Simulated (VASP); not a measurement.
# Al3B2As (P-62m) in VASP: a series of runs, part 2 of 2

VASP 6.6.1.

**3. Relaxation of cell and atoms, PBE**

This run uses another cell than the first one, of 17.14 Å³/atom.

Input file INCAR:

```
SYSTEM = Al3B2As
  PREC = Accurate
  ENCUT = 600
  EDIFF = 1E-6
  ISMEAR = 0
  SIGMA = 0.1
  LREAL = .FALSE.
  LASPH = .TRUE.
  NELM = 80
  ALGO = Normal
  ISIF = 3
  LWAVE = .FALSE.
  LCHARG = .FALSE.
  GGA = PE
  IBRION = 2
  NSW = 100
  EDIFFG = -0.01
```

Input file KPOINTS:

```
Automatic mesh
0
G
  6 6 14
  0 0 0
```

Input file POSCAR:

```
Al3B2As
1.0
    6.5710606169      0.0000000000      0.0000000000
   -3.2855303085      5.6907054241      0.0000000000
    0.0000000000      0.0000000000      2.7508205809
Al B As
3 2 1
Direct
    0.6315101276      0.0000000000      0.5000000000
    0.0000000000      0.6315101276      0.5000000000
    0.3684898724      0.3684898724      0.5000000000
    0.3333333333      0.6666666667      0.5000000000
    0.6666666667      0.3333333333      0.5000000000
    0.0000000000      0.0000000000      0.0000000000
```

Potentials or basis: VASP PAW PBE potentials, release 64 (Al, B, As).

The run is started by

```bash
$ cat potpaw_PBE.64/Al/POTCAR potpaw_PBE.64/B/POTCAR potpaw_PBE.64/As/POTCAR > POTCAR
$ mpirun -np 1 vasp_std > vasp.out
```

OUTCAR:

```text
SYSTEM = Al3B2As
   PREC = Accurate
   ENCUT = 600
   EDIFF = 1E-6
   ISMEAR = 0
   LREAL = .FALSE.
   LASPH = .TRUE.
   NELM = 80
   ISIF = 3
   GGA = PE
   IBRION = 2
   NSW = 100
   EDIFFG = -0.01

 ion  position               nearest neighbor table
   1  0.632  0.000  0.500-   5 2.08   4 2.08   6 2.78   6 2.78
   2  0.000  0.632  0.500-   4 2.08   5 2.08   6 2.78   6 2.78
   3  0.368  0.368  0.500-   5 2.08   4 2.08   6 2.78   6 2.78
   4  0.333  0.667  0.500-   2 2.08   1 2.08   3 2.08
   5  0.667  0.333  0.500-   1 2.08   2 2.08   3 2.08
   6  0.000  0.000  0.000-   1 2.78   1 2.78   3 2.78   3 2.78   2 2.78   2 2.78

  LATTYP: Found a hexagonal cell.
 ALAT       =     6.5710606169
 C/A-ratio  =     0.4186265721

  Lattice vectors:

 A1 = (   6.5710606169,   0.0000000000,   0.0000000000)
 A2 = (  -3.2855303085,   5.6907054241,   0.0000000000)
 A3 = (   0.0000000000,   0.0000000000,   2.7508205809)

Analysis of symmetry for initial positions (statically):
=====================================================================
 Subroutine PRICEL returns:
 Original cell was already a primitive cell.

 Routine SETGRP: Setting up the symmetry group for a
 hexagonal supercell.

 Subroutine GETGRP returns: Found 12 space group operations
 (whereof 12 operations were pure point group operations)
 out of a pool of 24 trial point group operations.

The static configuration has the point symmetry D_3h.

Analysis of symmetry for dynamics (positions and initial velocities):
=====================================================================
 Subroutine PRICEL returns:
 Original cell was already a primitive cell.

 Routine SETGRP: Setting up the symmetry group for a
 hexagonal supercell.

 Subroutine GETGRP returns: Found 12 space group operations
 (whereof 12 operations were pure point group operations)
 out of a pool of 24 trial point group operations.

The dynamic configuration has the point symmetry D_3h.

 Subroutine INISYM returns: Found 12 space group operations
 (whereof 12 operations are pure point group operations),
 and found     1 'primitive' translations

----------------------------------------------------------------------------------------

                                     Primitive cell

  volume of cell :     102.8641

  direct lattice vectors                    reciprocal lattice vectors
     6.571060617  0.000000000  0.000000000     0.152182434  0.087862569  0.000000000
    -3.285530308  5.690705424  0.000000000     0.000000000  0.175725139  0.000000000
     0.000000000  0.000000000  2.750820581     0.000000000  0.000000000  0.363527889

  length of vectors
     6.571060617  6.571060617  2.750820581     0.175725139  0.175725139  0.363527889

  position of ions in fractional coordinates (direct lattice)
     0.631510128  0.000000000  0.500000000
     0.000000000  0.631510128  0.500000000
     0.368489872  0.368489872  0.500000000
     0.333333333  0.666666667  0.500000000
     0.666666667  0.333333333  0.500000000
     0.000000000  0.000000000  0.000000000

  ion indices of the primitive-cell ions
   primitive index   ion index
                 1           1
                 2           2
                 3           3
                 4           4
                 5           5
                 6           6

[... 80 lines left out ...]
   TEBEG  =    0.0;   TEEND  =   0.0 temperature during run
   PSTRESS=    0.0 pullay stress
   NELECT =      20.0000    total number of electrons
   NUPDOWN=      -1.0000    fix difference up-down
   EMIN   =  10.00;   EMAX   =-10.00  energy-range for DOS
   EFERMI =   0.00;   METHOD = LEGACY
   ISMEAR =     0;   SIGMA  =   0.10  broadening in eV -4-tet -1-fermi 0-gaus
   EFERMI_NEDOS =   21; number of points for ismear=-14 and -15
   IALGO  =     38    algorithm
   IMIX   =      4    mixing-type and parameters
     AMIX     =   0.40;   BMIX     =  1.00
     AMIX_MAG =   1.60;   BMIX_MAG =  1.00
  volume/ion in A,a.u.               =      17.14       115.69
  Fermi-wavevector in a.u.,A,eV,Ry     =   0.948412  1.792238 12.238232  0.899485
  Thomas-Fermi vector in A             =   2.076598
   LORBIT       =      0    0 simple, 1 ext, 2 COOP (PROOUT), +10 PAW based schemes
   GGA     = PE    functional components
   LHFCALC =     F    Hartree Fock is set to
   AEXX    =    0.0000 exact exchange contribution
   IVDW    =     0    specifies the selected vdW correction
   LEPSILON=     F    determine dielectric tensor
   LRPA    =     F    only Hartree local field effects (RPA)
 conjugate gradient relaxation of ions
 non-spin polarized calculation
 Gauss-broadening in eV      SIGMA  =   0.10
  energy-cutoff  :      600.00
  volume of cell :      102.86
 maximum number of plane-waves:      3459
 NGX is ok and might be reduce to    54
   NGX = 27   NGY = 27   NGZ = 11

--------------------------------------- Ionic step        1  -------------------------------------------

 number of electron      19.9999999 magnetization

 Free energy of the ion-electron system (eV)
  ---------------------------------------------------
  ext. energy  EPLUGINS =         0.00000000
  ---------------------------------------------------
  free energy    TOTEN  =       -25.72649257 eV

  energy without entropy =      -25.70775359  energy(sigma->0) =      -25.71712308

------------------------ aborting loop because EDIFF is reached ----------------------------------------

  FORCE on cell =-STRESS in cart. coord.  units (eV):
  Direction    XX          YY          ZZ          XY          YZ          ZX
  --------------------------------------------------------------------------------------
  -------------------------------------------------------------------------------------
  Total       -0.4205556     -0.4205556      1.5129598      0.0000000      0.0000000     -0.0000000
  in kB       -6.5504357     -6.5504357     23.5653623      0.0000000      0.0000000     -0.0000000
  external PRESSURE =       3.4881636 kB  Pullay stress =       0.0000000 kB
[... 101 lines left out ...]
  FREE ENERGIE OF THE ION-ELECTRON SYSTEM (eV)
  ---------------------------------------------------
  free  energy   TOTEN  =       -25.7911846894 eV

  energy  without entropy=      -25.7775277984  energy(sigma->0) =      -25.78435624

[... ionic steps 4 to 9 ...]

--------------------------------------- Ionic step       10  -------------------------------------------

 number of electron      19.9999999 magnetization

------------------------ aborting loop because EDIFF is reached ----------------------------------------
[... 75 lines left out ...]
--------------------------------------- Ionic step       12  -------------------------------------------

 number of electron      19.9999999 magnetization

 Free energy of the ion-electron system (eV)
  ---------------------------------------------------
  ext. energy  EPLUGINS =         0.00000000
  ---------------------------------------------------
  free energy    TOTEN  =       -25.82036705 eV

  energy without entropy =      -25.80828890  energy(sigma->0) =      -25.81432798

 E-fermi :   4.4825     XC(G=0):  -9.5469

 val. band max:        4.4413462168   @ k =   0.1667   0.1667   0.5000
 cond. band min:       4.4864429414   @ k =   0.3333   0.0000   0.5000
 fundamental gap:      0.0450967247
 Fermi energy:         4.4825361270

 k-point     1 :       0.0000    0.0000    0.0000
  band No.  band energies     occupation
      1      -8.2028      2.00000
      2      -4.0692      2.00000
      3      -2.2533      2.00000
      4      -1.8597      2.00000
      5      -1.8597      2.00000
      6       0.4251      2.00000
      7       0.4251      2.00000
      8       4.0701      2.00000
      9       4.0701      2.00000
     10       6.2757      0.00000
     11       8.6255      0.00000
     12       9.0357      0.00000
     13       9.0357      0.00000
     14       9.8585      0.00000
[... 377 lines left out ...]
      1      -7.3332      2.00000
      2      -3.5860      2.00000
      3      -2.4897      2.00000
      4      -1.0855      2.00000
      5       0.0400      2.00000
      6       2.0389      2.00000
      7       2.3327      2.00000
      8       2.8206      2.00000
      9       3.8145      2.00000
     10       3.9334      2.00000
     11       6.0813      0.00000
     12       6.7250      0.00000
     13       7.3638      0.00000
     14       8.1698      0.00000

 [... further k-points ...]

------------------------ aborting loop because EDIFF is reached ----------------------------------------

  FORCE on cell =-STRESS in cart. coord.  units (eV):
  Direction    XX          YY          ZZ          XY          YZ          ZX
  --------------------------------------------------------------------------------------
  -------------------------------------------------------------------------------------
  Total        0.0020720      0.0020720      0.0022572     -0.0000000      0.0000000      0.0000000
  in kB        0.0321272      0.0321272      0.0349977     -0.0000000      0.0000000      0.0000000
  external PRESSURE =       0.0330841 kB  Pullay stress =       0.0000000 kB
[... 21 lines left out ...]
  FREE ENERGIE OF THE ION-ELECTRON SYSTEM (eV)
  ---------------------------------------------------
  free  energy   TOTEN  =       -25.8203670499 eV

  energy  without entropy=      -25.8082889045  energy(sigma->0) =      -25.81432798

 reached required accuracy - stopping structural energy minimisation
```

Wall time 12 min (1 thread of AMD EPYC 7R13, shared host); peak memory 0.31 GiB.

What came out:

```
Free energy                           : -25.8204 eV
Relaxed volume                        : 17.22 Å³/atom
Relaxed cell                          : a = 6.507 Å, b = 6.507 Å, c = 2.818 Å, α = 90.00°, β = 90.00°, γ = 120.00°
Space group after relaxing (to 0.1 Å) : P-62m (No. 189)
Energy gained by relaxing             : 15.6 meV/atom
Ionic steps                           : 12
Pressure after relaxing               : 0.0 GPa
Largest force after relaxing          : 0.005 eV/Å
Band gap on the k mesh                : zero (bands 10 and 11 overlap by 3.19 eV)
```

Forces on the atoms (eV/Å):
```
Al  -0.005  0.000  0.000
Al   0.002 -0.004  0.000
Al   0.002  0.004  0.000
B    0.000  0.000  0.000
B    0.000  0.000  0.000
As   0.000  0.000  0.000
```

Step by step:
| step | energy change (eV) | largest force (eV/Å) | pressure (GPa) | volume (Å³) |
| --- | --- | --- | --- | --- |
| 1 | 0.0000 | 0.3898 | 0.35 | 102.86 |
| 2 | -0.0408 | 0.4216 | 0.12 | 103.41 |
| 3 | -0.0647 | 0.1109 | -0.38 | 104.97 |
| 4 | -0.0774 | 0.2496 | -0.25 | 104.39 |
| 5 | -0.0919 | 0.0190 | -0.45 | 104.14 |
| 6 | -0.0922 | 0.0211 | -0.48 | 104.10 |
| 7 | -0.0935 | 0.0054 | 0.27 | 102.99 |
| 8 | -0.0937 | 0.0095 | 0.07 | 103.28 |
| 9 | -0.0938 | 0.0108 | -0.02 | 103.34 |
| 10 | -0.0939 | 0.0104 | 0.00 | 103.32 |
| 11 | -0.0939 | 0.0103 | 0.01 | 103.32 |
| 12 | -0.0939 | 0.0048 | 0.00 | 103.33 |

Final structure:
```
Al B As
1.0
     6.50749    0.00000    0.00000
    -3.25375    5.63565    0.00000
     0.00000    0.00000    2.81758
Al B As
3 2 1
Direct
  0.64429 0.00000 0.50000
  0.00000 0.64429 0.50000
  0.35571 0.35571 0.50000
  0.33333 0.66667 0.50000
  0.66667 0.33333 0.50000
  0.00000 0.00000 0.00000
```
